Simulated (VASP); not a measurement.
MgO:

```
CELL_PARAMETERS angstrom
0.00000 2.10693 2.10693
2.10693 0.00000 2.10693
2.10693 2.10693 0.00000
ATOMIC_POSITIONS crystal
Mg 0.00000 0.00000 0.00000
O 0.50000 0.50000 0.50000
```

| Item | Value |
| --- | --- |
| Program | VASP 6.6.1 |
| Task | relaxation of cell and atoms |
| Functional | r2SCAN |
| Dispersion | rVV10 |
| Potentials or basis | VASP PAW PBE potentials, release 64 (Mg, O) |
| Cutoff | 600 eV |
| k mesh | 10 × 10 × 10 |
| Occupations | fermi-dirac, width 0.03 eV |
| Spin | no spin polarisation |

At the start: pressure -3.5 GPa; volume 9.35 Å³/atom.

Q: How do energy, volume and symmetry change on relaxing?

A: Over 3 steps the energy falls by 2.1 meV/atom and the volume is 9.16 Å³/atom (-2.1 %); space group Fm-3m (No. 225, to 0.1 Å) before and after.

Step by step:
| step | energy change (eV) | largest force (eV/Å) | pressure (GPa) | volume (Å³) |
| --- | --- | --- | --- | --- |
| 1 | 0.0000 | 0.0000 | -3.46 | 18.71 |
| 2 | -0.0035 | 0.0000 | 1.50 | 18.16 |
| 3 | -0.0043 | 0.0000 | 0.01 | 18.32 |

Final structure:
```yaml
crystal:
  lattice:
    - [0.00000, 2.09232, 2.09232]
    - [2.09232, 0.00000, 2.09232]
    - [2.09232, 2.09232, 0.00000]
  atoms:
    - { symbol: Mg, position: [0.00000, 0.00000, 0.00000] }
    - { symbol: O, position: [0.50000, 0.50000, 0.50000] }
```

Caveat: the PAW data sets were made with another functional, which shifts forces and pressure a little.
